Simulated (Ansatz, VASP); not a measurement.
## As: VASP beside Ansatz

Contents of INCAR:

```
SYSTEM = As
PREC = Accurate
ENCUT = 520
EDIFF = 1E-6
ISMEAR = 0
SIGMA = 0.15
LREAL = .False.
LASPH = .True.
NELM = 60
ALGO = Normal
ISIF = 2
LWAVE = .False.
LCHARG = .False.
GGA = CA
NBANDS = 8
```

KPOINTS

```
Automatic mesh
0
Gamma
  18 18 18
  0 0 0
```

File POSCAR:

```
As
1.0
    2.7036817444      0.0000000000      0.0000000000
    0.0000000000      2.7036817444      0.0759734570
    0.0000000000      0.0759734570      2.7036817444
As
1
Direct
    0.5000000000      0.5000000000      0.5000000000
```

Input for Ansatz:

```yaml
crystal:
  lattice:
    - [2.7036817444, 0.0, 0.0]
    - [0.0, 2.7036817444, 0.075973457]
    - [0.0, 0.075973457, 2.7036817444]
  atoms:
    - { symbol: As, position: [0.5, 0.5, 0.5] }
basis:
  ecutwfc: 420
kpoints:
  mp_grid: { grid: [18, 18, 18] }
hamiltonian:
  xc: lda
scf:
  occupations: { method: gaussian, width: 0.15 }
output:
  forces: true
  stress: true
  eigenvalues: true
```

Change from the starting cell: strain +0.0562 x Voigt [0, 0, 0, 1, 0, 0], atoms carried along.

Alike in both runs: task single point; functional LDA; k mesh 18 × 18 × 18; occupations gaussian, width 0.15 eV; no spin polarisation.

```csv
,VASP,Ansatz
version,VASP 6.6.1,Ansatz 0.2.0
potentials or method,"VASP PAW LDA potentials, release 64 (As), cutoff 520 eV","scalar-relativistic, plane waves, PAW"
valence electrons in the cell,5,15
```

```csv
,VASP,Ansatz,Ansatz less VASP
gap on the k mesh at the Fermi level (eV),none,none,-
pressure (GPa),-2.4,-2.7,-0.30
"traceless stress, the component that is largest in VASP (GPa)",-1.45,-1.46,-0.007
```

LDA's correlation is that of Perdew and Zunger in VASP and of Perdew and Wang (1992) in Ansatz. A gap of «none» marks a metal or a gap that the smearing closes. VASP's potentials hold 5 valence electrons a cell and Ansatz's 15, so a difference there can come from the potentials and not from the codes.
